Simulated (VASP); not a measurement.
Input of a VASP 6.6.1 run:

File INCAR:

```
SYSTEM = FeO
ALGO = Normal
EDIFF = 1E-6
ENCUT = 520
GGA = PS
ISIF = 2
ISMEAR = -1
ISPIN = 2
LASPH = .True.
LCHARG = .True.
LELF = .True.
LMAXMIX = 4
LORBIT = 11
LREAL = .False.
LVHAR = .True.
LWAVE = .False.
MAGMOM = 3 0
NBANDS = 18
NELM = 150
NUPDOWN = 3.0
PREC = Accurate
SIGMA = 0.05
```

KPOINTS

```
k-points
0
Gamma
  9 9 9
  0 0 0
```

Contents of POSCAR:

```
FeO
1.0
    0.0000000000      2.1554000000      2.1554000000
    2.1554000000      0.0000000000      2.1554000000
    2.1554000000      2.1554000000      0.0000000000
Fe O
1 1
Direct
    0.0000000000      0.0000000000      0.0000000000
    0.5000000000      0.5000000000      0.5000000000
```

Potentials or basis: VASP PAW PBE potentials, release 64 (Fe, O).

The run is started by

```console
$ cat potpaw_PBE.64/Fe/POTCAR potpaw_PBE.64/O/POTCAR > POTCAR
$ mpirun -np 1 vasp_std > vasp.out
```

Problem. Estimate the pressure.

Solution. -19.4 GPa.

Caveat: the PAW data sets were made with another functional, which shifts forces and pressure a little; the total moment is fixed, so each spin has its own Fermi level; a cell with one magnetic atom can't hold antiferromagnetic order, which such compounds often take.
